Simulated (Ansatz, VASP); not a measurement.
**Two plane-wave programs on Ag**

Contents of INCAR:

```
SYSTEM = Ag
PREC = Accurate
ENCUT = 520
EDIFF = 1E-7
ISMEAR = 0
SIGMA = 0.15
LREAL = .False.
LASPH = .True.
NELM = 100
ALGO = Normal
ISIF = 2
LWAVE = .False.
LCHARG = .False.
GGA = PS
NBANDS = 12
```

File KPOINTS:

```
Automatic mesh
0
Gamma
  20 20 20
  0 0 0
```

POSCAR

```
Ag
1.0
   -1.6887670800      1.6556540000      1.6556540000
    1.6887670800     -1.6556540000      1.6556540000
    1.6887670800      1.6556540000     -1.6556540000
Ag
1
Direct
    0.0000000000      0.0000000000      0.0000000000
```

Input for Ansatz:

```yaml
crystal:
  lattice:
    - [-1.68876708, 1.655654, 1.655654]
    - [1.68876708, -1.655654, 1.655654]
    - [1.68876708, 1.655654, -1.655654]
  atoms:
    - { symbol: Ag, position: [0.0, 0.0, 0.0] }
basis:
  ecutwfc: 420
kpoints:
  mp_grid: { grid: [20, 20, 20] }
hamiltonian:
  xc: pbesol
scf:
  occupations: { method: gaussian, width: 0.15 }
output:
  forces: true
  stress: true
  eigenvalues: true
```

Change from the starting cell: strain +0.0200 x Voigt [1, 0, 0, 0, 0, 0], atoms carried along.

Alike in both runs: task single point; functional PBEsol; k mesh 20 × 20 × 20; occupations gaussian, width 0.15 eV; no spin polarisation.

|  | VASP | Ansatz |
| --- | --- | --- |
| version | VASP 6.6.1 | Ansatz 0.2.0 |
| potentials or method | VASP PAW PBE potentials, release 64 (Ag), cutoff 520 eV | scalar-relativistic, plane waves, PAW |
| valence electrons in the cell | 11 | 19 |

VASP gave:

```
gap on the k mesh at the Fermi level (eV)                     : none
pressure (GPa)                                                : -8.6
traceless stress, the component that is largest in VASP (GPa) : 0.25
```

Task: Estimate Ansatz's values.

Result: gap on the k mesh at the Fermi level (eV): none; pressure (GPa): -8.5; traceless stress, the component that is largest in VASP (GPa): 0.25.

VASP's potentials were made for PBE, not for PBEsol. A gap of «none» marks a metal or a gap that the smearing closes. VASP's potentials hold 11 valence electrons a cell and Ansatz's 19, so a difference there can come from the potentials and not from the codes.
